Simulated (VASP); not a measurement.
# PIr (rocksalt type) (Fm-3m) in VASP: settings compared, part 2 of 2

VASP 6.6.1.

### 4 Electric field gradients, r2SCAN (15.57 Å³/atom)

This run uses another cell than the first one, of 15.57 Å³/atom.

Contents of POSCAR:

```
PIr
1.0
    0.0000000000      2.4972382673      2.4972382673
    2.4972382673      0.0000000000      2.4972382673
    2.4972382673      2.4972382673      0.0000000000
Ir P
1 1
Direct
    0.0000000000      0.0000000000      0.0000000000
    0.5000000000      0.5000000000      0.5000000000
```

Contents of INCAR.step1:

```
ALGO     = Normal         # electronic algorithm
EDIFF    = 1E-4           # SCF threshold, eV
ENCUT    = 520            # plane-wave cutoff, eV
GGA      = PE             # functional
ISMEAR   = -1             # smearing method
LASPH    = T              # aspherical terms in the spheres
LCHARG   = F              # write CHGCAR
LREAL    = F              # projectors in reciprocal space
LWAVE    = T              # write WAVECAR
NBANDS   = 14             # bands
NELM     = 60             # most SCF steps
PREC     = Accurate       # precision mode
SIGMA    = 0.05           # smearing width, eV
```

Contents of INCAR.step2:

```
ALGO     = Normal         # electronic algorithm
EDIFF    = 1E-8           # SCF threshold, eV
ENCUT    = 520            # plane-wave cutoff, eV
ISIF     = 2              # what is computed and relaxed
ISMEAR   = -1             # smearing method
ISTART   = 1            
LASPH    = T              # aspherical terms in the spheres
LCHARG   = F              # write CHGCAR
LEFG     = T            
LMIXTAU  = T            
LREAL    = F              # projectors in reciprocal space
LWAVE    = F              # write WAVECAR
METAGGA  = R2SCAN         # meta-GGA
NBANDS   = 14             # bands
NELM     = 60             # most SCF steps
PREC     = Accurate       # precision mode
SIGMA    = 0.05           # smearing width, eV
```

Contents of KPOINTS:

```
k-points
0
Gamma
  13 13 13
```

Potentials or basis: VASP PAW PBE potentials, release 64 (Ir, P).

The run is started by

```
$ cat potpaw_PBE.64/Ir/POTCAR potpaw_PBE.64/P/POTCAR > POTCAR
$ cp INCAR.step1 INCAR
$ mpirun -np 1 vasp_std > vasp.out
$ cp INCAR.step2 INCAR
$ mpirun -np 1 vasp_std > vasp.out
```

OUTCAR:

```text
EDIFF = 1E-8
   ENCUT = 520
   ISIF = 2
   ISMEAR = -1
   ISTART = 1
   LASPH = T
   LREAL = F
   METAGGA = R2SCAN
   NELM = 60
   PREC = Accurate

 ion  position               nearest neighbor table
   1  0.000  0.000  0.000-   2 2.50   2 2.50   2 2.50   2 2.50   2 2.50   2 2.50
   2  0.500  0.500  0.500-   1 2.50   1 2.50   1 2.50   1 2.50   1 2.50   1 2.50

  LATTYP: Found a face centered cubic cell.
 ALAT       =     4.9944765346

  Lattice vectors:

 A1 = (   0.0000000000,   2.4972382673,   2.4972382673)
 A2 = (   2.4972382673,   0.0000000000,   2.4972382673)
 A3 = (   2.4972382673,   2.4972382673,   0.0000000000)

Analysis of symmetry for initial positions (statically):
=====================================================================
 Subroutine PRICEL returns:
 Original cell was already a primitive cell.

 Routine SETGRP: Setting up the symmetry group for a
 face centered cubic supercell.

[... 596 lines left out ...]
      direct lattice vectors                 reciprocal lattice vectors
     0.000000000  2.497238267  2.497238267    -0.200221183  0.200221183  0.200221183
     2.497238267  0.000000000  2.497238267     0.200221183 -0.200221183  0.200221183
     2.497238267  2.497238267  0.000000000     0.200221183  0.200221183 -0.200221183

 POSITION                                       TOTAL-FORCE (eV/Angst)
 -----------------------------------------------------------------------------------
      0.00000      0.00000      0.00000         0.000000      0.000000      0.000000
      2.49724      2.49724      2.49724         0.000000     -0.000000     -0.000000
 -----------------------------------------------------------------------------------
    total drift:                               -0.000000      0.000000      0.000000

  FREE ENERGIE OF THE ION-ELECTRON SYSTEM (eV)
  ---------------------------------------------------
  free  energy   TOTEN  =       -61.1337709277 eV

  energy  without entropy=      -61.1220091075  energy(sigma->0) =      -61.12789002

 Electric field gradients (V/A^2)
---------------------------------------------------------------------
 ion       V_xx      V_yy      V_zz      V_xy      V_xz      V_yz
---------------------------------------------------------------------
   1       0.000     0.000    -0.000     0.000     0.000     0.000
   2       0.000     0.000     0.000     0.000     0.000     0.000
---------------------------------------------------------------------

 Electric field gradients after diagonalization (V/A^2)
 (convention: |V_zz| > |V_xx| > |V_yy|)
----------------------------------------------------------------------
 ion       V_xx      V_yy      V_zz     asymmetry (V_yy - V_xx)/ V_zz
----------------------------------------------------------------------
   1      -0.000    -0.000     0.000       0.000
   2      -0.000    -0.000     0.000       0.000
----------------------------------------------------------------------

           NMR quadrupolar parameters

 Cq : quadrupolar parameter    Cq=e*Q*V_zz/h
 eta: asymmetry parameters     (V_yy - V_xx)/ V_zz
 Q  : nuclear electric quadrupole moment in mb (millibarn)
----------------------------------------------------------------------
 ion       Cq(MHz)       eta       Q (mb)
----------------------------------------------------------------------
   1       0.000       0.000       1.000
   2       0.000       0.000       1.000
----------------------------------------------------------------------
```

OUTCAR.step1:

```text
EDIFF = 1E-4
   ENCUT = 520
   GGA = PE
   ISMEAR = -1
   LASPH = T
   LREAL = F
[... 626 lines left out ...]
 -----------------------------------------------------------------------------------
      0.00000      0.00000      0.00000         0.000000      0.000000      0.000000
      2.49724      2.49724      2.49724        -0.000000     -0.000000     -0.000000
 -----------------------------------------------------------------------------------
    total drift:                               -0.000000      0.000000      0.000000

  FREE ENERGIE OF THE ION-ELECTRON SYSTEM (eV)
  ---------------------------------------------------
  free  energy   TOTEN  =       -14.0158860907 eV

  energy  without entropy=      -14.0036049363  energy(sigma->0) =      -14.00974551
```

OSZICAR.step1:

```text
N       E                     dE             d eps       ncg     rms          rms(c)
DAV:   1     0.778386142533E+02    0.77839E+02   -0.62297E+03  2368   0.920E+02
DAV:   2    -0.108986207880E+02   -0.88737E+02   -0.77730E+02  2430   0.218E+02
DAV:   3    -0.144063498464E+02   -0.35077E+01   -0.34310E+01  3192   0.464E+01
DAV:   4    -0.144550830635E+02   -0.48733E-01   -0.48699E-01  2616   0.566E+00
DAV:   5    -0.144560846561E+02   -0.10016E-02   -0.10015E-02  3128   0.833E-01    0.135E+01
DAV:   6    -0.140876835210E+02    0.36840E+00   -0.22388E+00  3076   0.152E+01    0.564E+00
DAV:   7    -0.140268522771E+02    0.60831E-01   -0.27435E-01  3030   0.556E+00    0.389E+00
DAV:   8    -0.140161602205E+02    0.10692E-01   -0.36791E-02  2856   0.168E+00    0.413E-01
DAV:   9    -0.140159911273E+02    0.16909E-03   -0.92992E-04  2700   0.216E-01    0.329E-01
DAV:  10    -0.140158894879E+02    0.10164E-03   -0.61389E-04  2616   0.197E-01    0.567E-02
DAV:  11    -0.140158860907E+02    0.33972E-05   -0.63129E-05  1248   0.779E-02
   1 F= -.14015886E+02 E0= -.14009746E+02  d E =-.122812E-01
```

Run time: 2.1 min. Hardware: 1 thread of AMD EPYC 9R45 (Zen 5), shared host; peak memory 0.16 GiB.

What came out:

- Free energy: -61.1338 eV
- Pressure: -9.5 GPa
- Band gap on the k mesh: zero (bands 7 and 8 overlap by 1.44 eV)
- Largest electric field gradient by atom: zero within the noise of the run

Caveat: the cell stands under tension; the PAW data sets were made with another functional, which shifts forces and pressure a little; spin-orbit coupling is left out, which moves the levels of the heavy elements.

### 5 Electric field gradients, PBE, non-collinear spin, zero start, spin-orbit coupling

Contents of INCAR:

```
SYSTEM = PIr
ALGO = Normal ; EDIFF = 1E-8
ENCUT = 520 ; GGA = PE
GGA_COMPAT = .False. ; ISIF = 2
ISMEAR = -1 ; LASPH = .True.
LCHARG = .False. ; LEFG = .True.
LMAXMIX = 4 ; LORBIT = 11
LORBMOM = .True. ; LREAL = .False.
LSORBIT = .True. ; LWAVE = .False.
MAGMOM = 0 0 0 0 0 0 ; NBANDS = 26
NELM = 150 ; PREC = Accurate
SIGMA = 0.05
```

Contents of KPOINTS:

```
k-points
0
Gamma
  13 13 13
  0 0 0
```

Contents of POSCAR:

```
PIr
1.0
    0.0000000000      2.4648029302      2.4648029302
    2.4648029302      0.0000000000      2.4648029302
    2.4648029302      2.4648029302      0.0000000000
Ir P
1 1
Direct
    0.0000000000      0.0000000000      0.0000000000
    0.5000000000      0.5000000000      0.5000000000
```

Potentials or basis: VASP PAW PBE potentials, release 64 (Ir, P).

The run is started by

```
$ cat potpaw_PBE.64/Ir/POTCAR potpaw_PBE.64/P/POTCAR > POTCAR
$ mpirun -np 1 vasp_ncl > vasp.out
```

OUTCAR:

```text
SYSTEM = PIr
   EDIFF = 1E-8
   ENCUT = 520
   GGA = PE
   ISIF = 2
   ISMEAR = -1
   LASPH = .True.
   LORBIT = 11
   LREAL = .False.
   LSORBIT = .True.
   NELM = 150
   PREC = Accurate

 ion  position               nearest neighbor table
   1  0.000  0.000  0.000-   2 2.46   2 2.46   2 2.46   2 2.46   2 2.46   2 2.46
   2  0.500  0.500  0.500-   1 2.46   1 2.46   1 2.46   1 2.46   1 2.46   1 2.46

  LATTYP: Found a face centered cubic cell.
 ALAT       =     4.9296058604

  Lattice vectors:

 A1 = (   0.0000000000,   2.4648029302,   2.4648029302)
 A2 = (   2.4648029302,   0.0000000000,   2.4648029302)
 A3 = (   2.4648029302,   2.4648029302,   0.0000000000)

Analysis of symmetry for initial positions (statically):
=====================================================================
 Subroutine PRICEL returns:
 Original cell was already a primitive cell.

 Routine SETGRP: Setting up the symmetry group for a
 face centered cubic supercell.

 Subroutine GETGRP returns: Found 48 space group operations
 (whereof 48 operations were pure point group operations)
 out of a pool of 48 trial point group operations.
[... 991 lines left out ...]
     0.0000000     0.0000000     0.0000000     0.0000000     0.0000000     0.0000000     0.0000000
     0.0000000     0.0000000     0.0000000     0.0000000     0.0000000     0.0000000     0.0000000
     0.0000000     0.0000000     0.0000000     0.0000000     0.0000000     0.0000000     0.0000000
     0.0000000     0.0000000     0.0000000     0.0000000     0.0000000     0.0000000     0.0000000
     0.0000000     0.0000000     0.0000000     0.0000000     0.0000000     0.0000000     0.0000000

 Ion:    2  E_soc:     -0.0016711
 l=   1
     0.0000000    -0.0002785    -0.0002785
    -0.0002785     0.0000000    -0.0002785
    -0.0002785    -0.0002785     0.0000000
 l=   2
     0.0000000     0.0000000     0.0000000     0.0000000     0.0000000
     0.0000000     0.0000000     0.0000000     0.0000000     0.0000000
     0.0000000     0.0000000     0.0000000     0.0000000     0.0000000
     0.0000000     0.0000000     0.0000000     0.0000000     0.0000000
     0.0000000     0.0000000     0.0000000     0.0000000     0.0000000
 l=   3
     0.0000000     0.0000000     0.0000000     0.0000000     0.0000000     0.0000000     0.0000000
     0.0000000     0.0000000     0.0000000     0.0000000     0.0000000     0.0000000     0.0000000
     0.0000000     0.0000000     0.0000000     0.0000000     0.0000000     0.0000000     0.0000000
     0.0000000     0.0000000     0.0000000     0.0000000     0.0000000     0.0000000     0.0000000
     0.0000000     0.0000000     0.0000000     0.0000000     0.0000000     0.0000000     0.0000000
     0.0000000     0.0000000     0.0000000     0.0000000     0.0000000     0.0000000     0.0000000
     0.0000000     0.0000000     0.0000000     0.0000000     0.0000000     0.0000000     0.0000000

 total charge

# of ion       s       p       d       tot
------------------------------------------
    1        0.705   0.499   7.194   8.398
    2        1.027   1.369   0.000   2.396
--------------------------------------------------
tot          1.732   1.868   7.194  10.794

 magnetization (x)

# of ion       s       p       d       tot
------------------------------------------
    1        0.000   0.000  -0.000  -0.000
    2       -0.000  -0.000   0.000  -0.000
--------------------------------------------------
tot         -0.000   0.000  -0.000  -0.000

 magnetization (y)

# of ion       s       p       d       tot
------------------------------------------
    1        0.000   0.000   0.000   0.000
    2        0.000   0.000   0.000   0.000
--------------------------------------------------
tot          0.000   0.000   0.000   0.000

 magnetization (z)

# of ion       s       p       d       tot
------------------------------------------
    1        0.000  -0.000  -0.000  -0.000
    2       -0.000  -0.000   0.000  -0.000
--------------------------------------------------
tot          0.000  -0.000  -0.000  -0.000
```

Run time: 2.1 min. Hardware: 1 thread of AMD EPYC 9R45 (Zen 5), shared host; peak memory 0.28 GiB.

Results:

```yaml
Free_energy: -14.4405 eV
Pressure: 1.7 GPa
Net_moment: 0.00 μB per cell
Largest_electric_field_gradient_by_atom: zero within the noise of the run
Valence_electrons_inside_the_program's_atomic_spheres: Ir 8.40; P 2.40
```

Moments on the atoms (μB; x, y, z):
```
Ir  0.00 0.00 0.00
P   0.00 0.00 0.00
```

### 6 The runs side by side

```csv
level,potentials or basis,spin,cell,gap on the mesh (eV),pressure (GPa)
LDA,"VASP PAW LDA potentials, release 64 (Ir, P)",off,"a = 3.486 Å, angles 60.0°, 2 atoms",none,-8.9
r2SCAN,"VASP PAW PBE potentials, release 64 (Ir, P)",off,"a = 3.486 Å, angles 60.0°, 2 atoms",none,-2.0
r2SCAN,"VASP PAW PBE potentials, release 64 (Ir, P)",off,"a = 3.532 Å, angles 60.0°, 2 atoms",none,-9.5
PBE,"VASP PAW PBE potentials, release 64 (Ir, P)","non-collinear, zero start, SOC","a = 3.486 Å, angles 60.0°, 2 atoms",-,1.7
```

Alike in all rows: task electric field gradients; k mesh 13 × 13 × 13; cutoff (eV) 520; smearing fermi-dirac 0.05 eV.

Caveats: spin-orbit coupling is left out, which moves the levels of the heavy elements (at least some runs); the cell stands under tension (at least some runs); the PAW data sets were made with another functional, which shifts forces and pressure a little (at least some runs).

Total energies depend on the potentials used, so only differences within one code and one set of settings carry meaning.
